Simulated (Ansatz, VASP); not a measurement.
# Two plane-wave programs on NbP

Contents of POSCAR:

```
NbP
1.0
    2.8732179300      4.9765572400      0.0000000000
   -2.8732179300      4.9765572400      0.0000000000
    0.0000000000      0.0000000000      3.2228799500
Nb P
3 3
Direct
    0.0000000000      0.0000000000      0.0000000000
    0.3333000000      0.3334000000      0.5000000000
    0.6666000000      0.6667000000      0.5000000000
    0.5000000000      0.5000000000      0.0000000000
    0.5000000000      0.0000000000      0.0000000000
    0.0000000000      0.5000000000      0.0000000000
```

Contents of INCAR.step1:

```
SYSTEM = NbP
PREC     = Accurate       ! precision mode
ENCUT    = 520            ! plane-wave cutoff, eV
ISMEAR   = 0              ! smearing method
SIGMA    = 0.0189         ! smearing width, eV
LREAL    = .False.        ! projectors in reciprocal space
LASPH    = .True.         ! aspherical terms in the spheres
NELM     = 100            ! most SCF steps
NBANDS   = 36             ! bands
GGA      = PE             ! functional
ALGO     = Normal         ! electronic algorithm
EDIFF    = 1E-4           ! SCF threshold, eV
LWAVE    = .True.         ! write WAVECAR
LCHARG   = .False.        ! write CHGCAR
```

The input INCAR.step2:

```
SYSTEM = NbP
PREC     = Accurate       ! precision mode
ENCUT    = 520            ! plane-wave cutoff, eV
EDIFF    = 1E-6           ! SCF threshold, eV
ISMEAR   = 0              ! smearing method
SIGMA    = 0.0189         ! smearing width, eV
LREAL    = .False.        ! projectors in reciprocal space
LASPH    = .True.         ! aspherical terms in the spheres
NELM     = 100            ! most SCF steps
ALGO     = Normal         ! electronic algorithm
ISIF     = 2              ! what is computed and relaxed
LWAVE    = .False.        ! write WAVECAR
LCHARG   = .False.        ! write CHGCAR
METAGGA  = R2SCAN         ! meta-GGA
LMIXTAU  = .True.       
NBANDS   = 36             ! bands
ISTART   = 1
```

The input KPOINTS:

```
regular mesh
0
Gamma
  5 5 8
  0 0 0
```

Input for Ansatz:

```yaml
crystal:
  lattice:
    - [2.87321793, 4.97655724, 0.0]
    - [-2.87321793, 4.97655724, 0.0]
    - [0.0, 0.0, 3.22287995]
  atoms:
    - { symbol: Nb, position: [0.0, 0.0, 0.0] }
    - { symbol: P, position: [0.5, 0.5, 0.0] }
    - { symbol: P, position: [0.5, 0.0, 0.0] }
    - { symbol: P, position: [0.0, 0.5, 0.0] }
    - { symbol: Nb, position: [0.3333, 0.3334, 0.5] }
    - { symbol: Nb, position: [0.6666, 0.6667, 0.5] }
  symmetry: { tolerance: 0.0003 }
kpoints:
  mp_grid: { grid: [5, 5, 8], shift: [0, 0, 0] }
  band_path:
    path:
      - [0.0, 0.0, 0.0]
      - [0.49999997, -1.1e-07, 0.0]
      - [0.66666656, 0.33333317, 0.0]
      - [0.0, 0.0, 0.0]
      - [0.0, 0.0, 0.5]
      - [0.49999997, -1.1e-07, 0.5]
      - [0.66666656, 0.33333317, 0.5]
      - [0.0, 0.0, 0.5]
      - [0.49999997, -1.1e-07, 0.5]
      - [0.49999997, -1.1e-07, 0.0]
      - [0.66666656, 0.33333317, 0.5]
    npoints: 6
magnetization:
  spin_polarized: false
scf:
  occupations: { method: gaussian, width: 0.0189 }
  lower_state_search: "off"
  max_iter: 200
hamiltonian:
  pseudopotentials: { kind: paw }
  xc: r2scan
basis:
  ecutwfc: 500
  fft_grid_basis: typed
output:
  forces: true
  stress: true
  eigenvalues: true
  bader: true
  populations: true
  elf: true
  write_potential: true
  volumetric_format: npy
  dos:
    e_range: [-12, 8]
    de: 0.05
    projected: { site_lists: { Nb: [Nb], P: [P] } }
checkpoint:
  read: saved_state
```

Alike in both runs: task single point; functional r2SCAN; k mesh 5 × 5 × 8; occupations gaussian, width 0.0189 eV; no spin polarisation.

|  | VASP | Ansatz |
| --- | --- | --- |
| version | VASP 6.6.1 | Ansatz 0.2.0 |
| potentials or method | VASP PAW PBE potentials, release 64 (Nb_sv, P), cutoff 520 eV | PAW plane waves |
| valence electrons in the cell | 54 | 54 |

```tsv
	VASP	Ansatz	Ansatz less VASP
rms of the force components (eV/Å)	0.003	0.000	-0.0033
```

VASP's potentials were made for PBE, not for r2SCAN. Ansatz's warnings: structure snapped to symmetry.
